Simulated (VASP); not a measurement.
# Sb (P4/mmm) in VASP: further runs, part 2 of 2

VASP 6.6.1. The steps go on from the part before.

## Step 3: Single point, r2SCAN (strain +0.0200 x Voigt [1, 0, 0, 0, 0, 0])

The input, POSCAR:

```
Sb
1.0
    3.2232000000      0.0000000000      0.0000000000
    0.0000000000      3.1600000000      0.0000000000
    0.0000000000      0.0000000000      3.1600000000
Sb
1
Direct
    0.0000000000      0.0000000000      0.0000000000
```

The input, INCAR.step1:

```
PREC = Accurate ; ENCUT = 520
ISMEAR = 0 ; SIGMA = 0.15
LREAL = False ; LASPH = True
NELM = 60 ; NBANDS = 8
GGA = PE ; ALGO = Normal
EDIFF = 1E-4 ; LWAVE = True
LCHARG = False
```

The input, INCAR.step2:

```
PREC = Accurate ; ENCUT = 520
EDIFF = 1E-7 ; ISMEAR = 0
SIGMA = 0.15 ; LREAL = False
LASPH = True ; NELM = 60
ALGO = Normal ; ISIF = 2
LWAVE = False ; LCHARG = True
METAGGA = R2SCAN ; LMIXTAU = True
LELF = True ; LVHAR = True
NBANDS = 8 ; ISTART = 1
```

The input, KPOINTS:

```
Automatic mesh
0
Gamma
  16 16 16
```

Potentials or basis: VASP PAW PBE potentials, release 64 (Sb).

Command:

```console
cat potpaw_PBE.64/Sb/POTCAR > POTCAR
cp INCAR.step1 INCAR
mpirun -np 1 vasp_std > vasp.out
cp INCAR.step2 INCAR
mpirun -np 1 vasp_std > vasp.out
```

OUTCAR:

```text
PREC = Accurate
   ENCUT = 520
   EDIFF = 1E-7
   ISMEAR = 0
   LREAL = False
   LASPH = True
   NELM = 60
   ISIF = 2
   METAGGA = R2SCAN
   ISTART = 1

 ion  position               nearest neighbor table
   1  0.000  0.000  0.000-

  LATTYP: Found a simple tetragonal cell.
 ALAT       =     3.1600000000
 C/A-ratio  =     1.0200000000

  Lattice vectors:

 A1 = (   0.0000000000,   3.1600000000,   0.0000000000)
 A2 = (   0.0000000000,   0.0000000000,   3.1600000000)
 A3 = (   3.2232000000,   0.0000000000,   0.0000000000)

Analysis of symmetry for initial positions (statically):
=====================================================================
 Subroutine PRICEL returns:
 Original cell was already a primitive cell.

 Routine SETGRP: Setting up the symmetry group for a
 simple tetragonal supercell.

 Subroutine GETGRP returns: Found 16 space group operations
 (whereof 16 operations were pure point group operations)
 out of a pool of 16 trial point group operations.

The static configuration has the point symmetry D_4h.

Analysis of symmetry for dynamics (positions and initial velocities):
=====================================================================
 Subroutine PRICEL returns:
 Original cell was already a primitive cell.

 Routine SETGRP: Setting up the symmetry group for a
 simple tetragonal supercell.

 Subroutine GETGRP returns: Found 16 space group operations
 (whereof 16 operations were pure point group operations)
 out of a pool of 16 trial point group operations.

The dynamic configuration has the point symmetry D_4h.

 Subroutine INISYM returns: Found 16 space group operations
 (whereof 16 operations are pure point group operations),
 and found     1 'primitive' translations

----------------------------------------------------------------------------------------

                                     Primitive cell

[... 109 lines left out ...]
  volume/ion in A,a.u.               =      32.19       217.20
  Fermi-wavevector in a.u.,A,eV,Ry     =   0.880057  1.663067 10.537728  0.774501
  Thomas-Fermi vector in A             =   2.000366
   LORBIT       =      0    0 simple, 1 ext, 2 COOP (PROOUT), +10 PAW based schemes
   METAGGA = R2SCAN    functional components
   LHFCALC =     F    Hartree Fock is set to
   AEXX    =    0.0000 exact exchange contribution
   IVDW    =     0    specifies the selected vdW correction
   LEPSILON=     F    determine dielectric tensor
   LRPA    =     F    only Hartree local field effects (RPA)
 non-spin polarized calculation
 Gauss-broadening in eV      SIGMA  =   0.15
  energy-cutoff  :      520.00
  volume of cell :       32.19
 maximum number of plane-waves:       892
 NGX is ok and might be reduce to    24
   NGX = 11   NGY = 11   NGZ = 11

 number of electron       5.0000001 magnetization

 Free energy of the ion-electron system (eV)
  ---------------------------------------------------
  ext. energy  EPLUGINS =         0.00000000
  ---------------------------------------------------
  free energy    TOTEN  =       -25.59677963 eV

  energy without entropy =      -25.59086467  energy(sigma->0) =      -25.59382215

 E-fermi :   6.1296     XC(G=0):  -9.7738

 val. band max:        6.1294739712   @ k =   0.4375   0.2500   0.0000
 cond. band min:       6.1315844959   @ k =   0.0625   0.1875   0.1875
 fundamental gap:      0.0021105247
 Fermi energy:         6.1296109091

 k-point     1 :       0.0000    0.0000    0.0000
  band No.  band energies     occupation
      1      -6.2747      2.00000
      2       8.9981      0.00000
      3       9.5396      0.00000
      4       9.5396      0.00000
      5      13.1462      0.00000
      6      13.4275      0.00000
      7      14.8164      0.00000
      8      24.0425      0.00000
[... 243 lines left out ...]
 k-point    24 :       0.3125    0.1250    0.0000
  band No.  band energies     occupation
      1      -4.8350      2.00000
      2       3.0720      2.00000
      3       8.4979      0.00000
      4      10.8420      0.00000
      5      15.1045      0.00000
      6      16.2119      0.00000
      7      18.0358      0.00000
      8      19.6659      0.00000

 [... further k-points ...]

------------------------ aborting loop because EDIFF is reached ----------------------------------------

  FORCE on cell =-STRESS in cart. coord.  units (eV):
  Direction    XX          YY          ZZ          XY          YZ          ZX
  --------------------------------------------------------------------------------------
  -------------------------------------------------------------------------------------
  Total       -1.1245563     -0.7983151     -0.7983151      0.0000000      0.0000000      0.0000000
  in kB      -55.9796724    -39.7396019    -39.7396019      0.0000000      0.0000000      0.0000000
  external PRESSURE =     -45.1529588 kB  Pullay stress =       0.0000000 kB

 VOLUME and BASIS-vectors are now :
 -----------------------------------------------------------------------------
  energy-cutoff  :      520.00
  volume of cell :       32.19
      direct lattice vectors                 reciprocal lattice vectors
     3.223200000  0.000000000  0.000000000     0.310250683  0.000000000  0.000000000
     0.000000000  3.160000000  0.000000000     0.000000000  0.316455696  0.000000000
     0.000000000  0.000000000  3.160000000     0.000000000  0.000000000  0.316455696

 POSITION                                       TOTAL-FORCE (eV/Angst)
 -----------------------------------------------------------------------------------
      0.00000      0.00000      0.00000         0.000000      0.000000      0.000000
 -----------------------------------------------------------------------------------
    total drift:                                0.000000      0.000000     -0.000000

  FREE ENERGIE OF THE ION-ELECTRON SYSTEM (eV)
  ---------------------------------------------------
  free  energy   TOTEN  =       -25.5967796304 eV

  energy  without entropy=      -25.5908646720  energy(sigma->0) =      -25.59382215
```

OUTCAR.step1:

```text
PREC = Accurate
   ENCUT = 520
   ISMEAR = 0
   LREAL = False
   LASPH = True
   NELM = 60
[... 480 lines left out ...]

 POSITION                                       TOTAL-FORCE (eV/Angst)
 -----------------------------------------------------------------------------------
      0.00000      0.00000      0.00000         0.000000      0.000000      0.000000
 -----------------------------------------------------------------------------------
    total drift:                                0.000000      0.000000      0.000000

  FREE ENERGIE OF THE ION-ELECTRON SYSTEM (eV)
  ---------------------------------------------------
  free  energy   TOTEN  =        -4.0670800316 eV

  energy  without entropy=       -4.0607844423  energy(sigma->0) =       -4.06393224
```

Run time: 2.8 min. Hardware: 1 thread of Intel Xeon Platinum 8259CL at 2.50GHz (Skylake/Cascade Lake), shared host; peak memory 0.22 GiB.

What came out:

```yaml
Free_energy: -25.5968 eV
Pressure: -4.5 GPa
Band_gap_on_the_k_mesh: zero (an odd number of electrons rules out a gap without spin polarisation)
```

Caveat: the cell differs from its parent crystal (strain +0.0200 x Voigt [1, 0, 0, 0, 0, 0]); the cell stands under tension; the PAW data sets were made with another functional, which shifts forces and pressure a little; spin-orbit coupling is left out, which moves the levels of the heavy elements.
